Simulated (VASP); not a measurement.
# Ba in VASP: notebook, part 2 of 2

VASP 6.6.1. The steps go on from the part before.

**5. Single point, LDA**

This run uses another cell than the first one: it holds 2 atoms, not 1.

Input file INCAR:

```
SYSTEM = Ba
ALGO = Fast ; EDIFF = 1E-6
ENCUT = 520 ; GGA = CA
ISIF = 2 ; ISMEAR = -5
LASPH = .True. ; LCHARG = .False.
LREAL = .False. ; LWAVE = .False.
NBANDS = 17 ; NELM = 60
PREC = Accurate ; SIGMA = 0.1
```

Input file KPOINTS:

```
k-points
0
Gamma
  6 6 6
  0 0 0
```

Input file POSCAR:

```
Ba
1.0
    5.0130000000      0.0000000000      0.0000000000
    0.0000000000      5.0130000000      0.0000000000
    0.0000000000      0.0000000000      5.0130000000
Ba
2
Direct
    0.0000000000      0.0000000000      0.0000000000
    0.5000000000      0.5000000000      0.5000000000
```

Potentials or basis: VASP PAW LDA potentials, release 64 (Ba_sv).

On the command line:

```console
$ cat potpaw_LDA.64/Ba_sv/POTCAR > POTCAR
$ mpirun -np 1 vasp_std > vasp.out
```

It took 34 s on 1 thread of Intel Xeon Platinum 8488C (Sapphire Rapids), shared host; peak memory 0.2 GiB.

The run converged. Its results:

```yaml
Free_energy: -4.4134 eV
Pressure: -1.1 GPa
Band_gap_on_the_k_mesh: zero (bands 10 and 11 overlap by 1.06 eV)
```

Levels at points of the mesh, in eV from the Fermi level:
```csv
k point,band 6,band 7,band 8,band 9,band 10,band 11,band 12,band 13,band 14,band 15
"(0.00, 0.00, 0.00)",-13.72,-13.72,-13.72,-2.69,-0.47,-0.47,1.81,1.81,1.81,3.27
"(0.50, 0.00, 0.00)",-13.88,-13.88,-13.88,-0.82,-0.82,0.82,0.82,1.89,1.89,1.89
"(0.50, 0.50, 0.00)",-13.87,-13.72,-13.72,-0.85,-0.85,0.70,0.70,1.38,1.38,3.20
"(0.50, 0.50, 0.50)",-13.95,-13.95,-13.95,0.59,0.59,0.59,0.59,0.59,0.59,3.75
```

Caveat: spin-orbit coupling is left out, which moves the levels of the heavy elements; tetrahedron occupations give inexact forces and stress in metals.

**6. Single point, LDA, non-collinear spin, zero start, spin-orbit coupling (cell strained by -1.0% along z)**

Input file INCAR:

```
GGA = CA
LSORBIT = T
MAGMOM = 0 0 0
LORBIT = 11
ISMEAR = 0
SIGMA = 0.07
LWAVE = F
LCHARG = F
ISIF = 2
PREC = Accurate
LASPH = T
LREAL = F
ALGO = Normal
EDIFF = 1E-6
NELM = 200
GGA_COMPAT = F
ENCUT = 240
ADDGRID = F
```

Input file KPOINTS:

```
Automatic mesh
0
Gamma
  10 10 10
  0 0 0
```

Input file POSCAR:

```
Ba
1.0
   -2.5065000000      2.5065000000      2.4814350000
    2.5065000000     -2.5065000000      2.4814350000
    2.5065000000      2.5065000000     -2.4814350000
Ba
1
Direct
    0.0000000000      0.0000000000      0.0000000000
```

Potentials or basis: VASP PAW LDA potentials, release 64 (Ba_sv).

On the command line:

```console
$ cat potpaw_LDA.64/Ba_sv/POTCAR > POTCAR
$ mpirun -np 1 vasp_ncl > vasp.out
```

OUTCAR:

```text
GGA = CA
   LSORBIT = T
   LORBIT = 11
   ISMEAR = 0
   ISIF = 2
   PREC = Accurate
   LASPH = T
   LREAL = F
   EDIFF = 1E-6
   NELM = 200
   ENCUT = 240

 Found    102 irreducible k-points:

 Following reciprocal coordinates:
            Coordinates               Weight
  0.000000  0.000000  0.000000      1.000000
  0.100000  0.000000 -0.000000      8.000000
  0.200000  0.000000 -0.000000      8.000000
  0.300000  0.000000  0.000000      8.000000
  0.400000  0.000000  0.000000      8.000000
  0.500000  0.000000  0.000000      4.000000
   k-points           NKPTS =    102   k-points in BZ     NKDIM =    102   number of bands    NBANDS=     18
   number of dos      NEDOS =    301   number of ions     NIONS =      1
   total plane-waves  NPLWV =  13824
   dimension x,y,z NGX =    24 NGY =   24 NGZ =   24
   dimension x,y,z NGXF=    48 NGYF=   48 NGZF=   48
   ions per type =               1
   NGX,Y,Z   is equivalent  to a cutoff of   9.22,  9.22,  9.22 a.u.
   NGXF,Y,Z  is equivalent  to a cutoff of  18.44, 18.44, 18.44 a.u.
 SYSTEM =  unknown system
   PREC   = accura    normal or accurate (medium, high low for compatibility)
   ISTART =      0    job   : 0-new  1-cont  2-samecut
   ICHARG =      2    charge: 1-file 2-atom 10-const
   ISPIN  =      1    spin polarized calculation?
   LNONCOLLINEAR =      T non collinear calculations
   LSORBIT =      T    spin-orbit coupling
   LASPH  =      T    aspherical Exc in radial PAW
   ENCUT  =  240.0 eV  17.64 Ry    4.20 a.u.   5.47  5.47  5.47*2*pi/ulx,y,z
   NELM   =    200;   NELMIN=  2; NELMDL= -5     # of ELM steps
   EDIFF  = 0.1E-05   stopping-criterion for ELM
   LREAL  =      F    real-space projection
   EDIFFG = 0.1E-04   stopping-criterion for IOM
   NSW    =      0    number of steps for IOM
   IBRION =     -1    ionic relax: 0-MD 1-quasi-New 2-CG
   NFREE  =      0    steps in history (QN), initial steepest desc. (CG)
   ISIF   =      2    stress and relaxation
   ISYM   =      2    0-nonsym 1-usesym 2-fastsym
   POTIM  = 0.5000    time-step for ionic-motion
   TEBEG  =    0.0;   TEEND  =   0.0 temperature during run

   SCALEE = 1.0000    scale energy and forces
   PSTRESS=    0.0 pullay stress
[... 59 lines left out ...]
      6     -11.6540      1.00000
[... 103 lines left out ...]
      5     -12.0429      1.00000
      6     -12.0429      1.00000
[... 10 lines left out ...]
     17       5.2420      0.00000
     18       5.2420      0.00000

 [... further k-points ...]

------------------------ aborting loop because EDIFF is reached ----------------------------------------

  FORCE on cell =-STRESS in cart. coord.  units (eV):
  Direction    XX          YY          ZZ          XY          YZ          ZX
  --------------------------------------------------------------------------------------
  -------------------------------------------------------------------------------------
  Total       -0.5087424     -0.5087424     -0.4914418      0.0000000      0.0000000      0.0000000
  in kB      -13.0710415    -13.0710415    -12.6265400      0.0000000      0.0000000      0.0000000
  external PRESSURE =     -12.9228743 kB  Pullay stress =       0.0000000 kB

 VOLUME and BASIS-vectors are now :
 -----------------------------------------------------------------------------
  energy-cutoff  :      240.00
  volume of cell :       62.36
      direct lattice vectors                 reciprocal lattice vectors
    -2.506500000  2.506500000  2.481435000     0.000000000  0.199481348  0.201496312
     2.506500000 -2.506500000  2.481435000     0.199481348  0.000000000  0.201496312
     2.506500000  2.506500000 -2.481435000     0.199481348  0.199481348  0.000000000

 POSITION                                       TOTAL-FORCE (eV/Angst)
 -----------------------------------------------------------------------------------
      0.00000      0.00000      0.00000        -0.000000      0.000000     -0.000000
 -----------------------------------------------------------------------------------
    total drift:                                0.000000     -0.000000      0.000000

  FREE ENERGIE OF THE ION-ELECTRON SYSTEM (eV)
  ---------------------------------------------------
  free  energy   TOTEN  =        -2.4260513997 eV

  energy  without entropy=       -2.4222792887  energy(sigma->0) =       -2.42416534

 Spin-Orbit-Coupling matrix elements

 Ion:    1  E_soc:     -0.4160180
 l=   1
     0.0000000    -0.0691968    -0.0691869
    -0.0691968     0.0000000    -0.0691968
    -0.0691869    -0.0691968     0.0000000
 l=   2
     0.0000000     0.0000153     0.0000000     0.0000153    -0.0001577
     0.0000153     0.0000000    -0.0001175     0.0000145    -0.0000404
     0.0000000    -0.0001175     0.0000000    -0.0001175     0.0000000
     0.0000153     0.0000145    -0.0001175     0.0000000    -0.0000404
    -0.0001577    -0.0000404     0.0000000    -0.0000404     0.0000000
 l=   3
     0.0000000     0.0000000     0.0000000     0.0000000     0.0000000     0.0000000     0.0000000
     0.0000000     0.0000000     0.0000000     0.0000000     0.0000000     0.0000000     0.0000000
     0.0000000     0.0000000     0.0000000     0.0000000     0.0000000     0.0000000     0.0000000
     0.0000000     0.0000000     0.0000000     0.0000000     0.0000000     0.0000000     0.0000000
     0.0000000     0.0000000     0.0000000     0.0000000     0.0000000     0.0000000     0.0000000
     0.0000000     0.0000000     0.0000000     0.0000000     0.0000000     0.0000000     0.0000000
     0.0000000     0.0000000     0.0000000     0.0000000     0.0000000     0.0000000     0.0000000

 total charge

# of ion       s       p       d       tot
------------------------------------------
    1        2.072   5.533   0.284   7.890

 magnetization (x)

# of ion       s       p       d       tot
------------------------------------------
    1        0.000  -0.000  -0.000  -0.000

 magnetization (y)

# of ion       s       p       d       tot
------------------------------------------
    1       -0.000  -0.000   0.000  -0.000

 magnetization (z)

# of ion       s       p       d       tot
------------------------------------------
    1        0.000   0.000  -0.000  -0.000
```

OSZICAR:

```text
N       E                     dE             d eps       ncg     rms          rms(c)
DAV:   1     0.428486496280E+02    0.42849E+02   -0.27868E+03  3736   0.503E+02
DAV:   2     0.337064907553E+00   -0.42512E+02   -0.41669E+02  4956   0.140E+02
DAV:   3    -0.235180018140E+01   -0.26889E+01   -0.26767E+01  5556   0.329E+01
DAV:   4    -0.242864791049E+01   -0.76848E-01   -0.76768E-01  5250   0.424E+00
DAV:   5    -0.243044821355E+01   -0.18003E-02   -0.18001E-02  5288   0.468E-01    0.169E+00
DAV:   6    -0.242771429994E+01    0.27339E-02   -0.26828E-03  5122   0.577E-01    0.100E+00
DAV:   7    -0.242597363482E+01    0.17407E-02   -0.53812E-03  4468   0.793E-01    0.128E-01
DAV:   8    -0.242601561530E+01   -0.41980E-04   -0.26085E-04  5672   0.774E-02    0.340E-02
DAV:   9    -0.242604971564E+01   -0.34100E-04   -0.20592E-05  4804   0.304E-02    0.140E-02
DAV:  10    -0.242605159069E+01   -0.18751E-05   -0.42403E-06  5280   0.138E-02    0.295E-03
DAV:  11    -0.242605139971E+01    0.19099E-06   -0.52978E-07  2412   0.677E-03
   1 F= -.24260514E+01 E0= -.24241653E+01  d E =-.377211E-02  mag=    -0.0000    -0.0000     0.0000
```

Run time: 52 s. Hardware: 1 thread of Intel Xeon Platinum 8259CL at 2.50GHz (Skylake/Cascade Lake), shared host; peak memory 0.2 GiB.

Results:

| Item | Value |
| --- | --- |
| Free energy | -2.4261 eV |
| Pressure | -1.3 GPa |
| Net moment | 0.00 μB per cell |
| Valence electrons inside the program's atomic spheres | Ba 7.89 |

Moments on the atoms (μB; x, y, z):
```
Ba  0.00 0.00 0.00
```

Caveat: the cell differs from its parent crystal (cell strained by -1.0% along z).

**7. Overview**

| level | potentials or basis | spin | cell | k mesh | cutoff (eV) | smearing | dipole correction | tolerance level | purpose | gap on the mesh (eV) | pressure (GPa) |
| --- | --- | --- | --- | --- | --- | --- | --- | --- | --- | --- | --- |
| PBE | VASP PAW PBE potentials, release 64 (Ba_sv) | off | a = 4.284 Å, angles 108.4, 108.4, 111.7°, 1 atom, atomic positions A | 8 × 8 × 8 | 520 | fermi-dirac 0.05 eV | no | - | - | none | 0.4 |
| PBE | VASP PAW PBE potentials, release 64 (Ba_sv) | off | a = 4.313 Å, angles 108.9, 108.9, 110.6°, 1 atom, atomic positions A | 8 × 8 × 8 | 520 | fermi-dirac 0.05 eV | no | - | - | none | 0.2 |
| PBE | VASP PAW PBE potentials, release 64 (Ba_sv) | off | a = 4.327 Å, angles 109.2, 109.2, 110.0°, 1 atom, atomic positions A | 8 × 8 × 8 | 520 | fermi-dirac 0.05 eV | no | - | - | none | 0.1 |
| LDA | VASP PAW LDA potentials, release 64 (Ba_sv) | off | a = 5.013 Å, 2 atoms, atomic positions B | 6 × 6 × 6 | 520 | tetrahedron | no | - | - | none | -1.1 |
| LDA | VASP PAW LDA potentials, release 64 (Ba_sv) | non-collinear, zero start, SOC | a = 4.327 Å, angles 109.2, 109.2, 110.0°, 1 atom, atomic positions A | 10 × 10 × 10 | 240 | gaussian 0.07 eV | - | standard | stress | - | -1.3 |

Alike in all rows: task single point.

Caveats: spin-orbit coupling is left out, which moves the levels of the heavy elements (at least some runs); tetrahedron occupations give inexact forces and stress in metals (at least some runs).

Absolute energies hang on the potentials; compare differences alone.
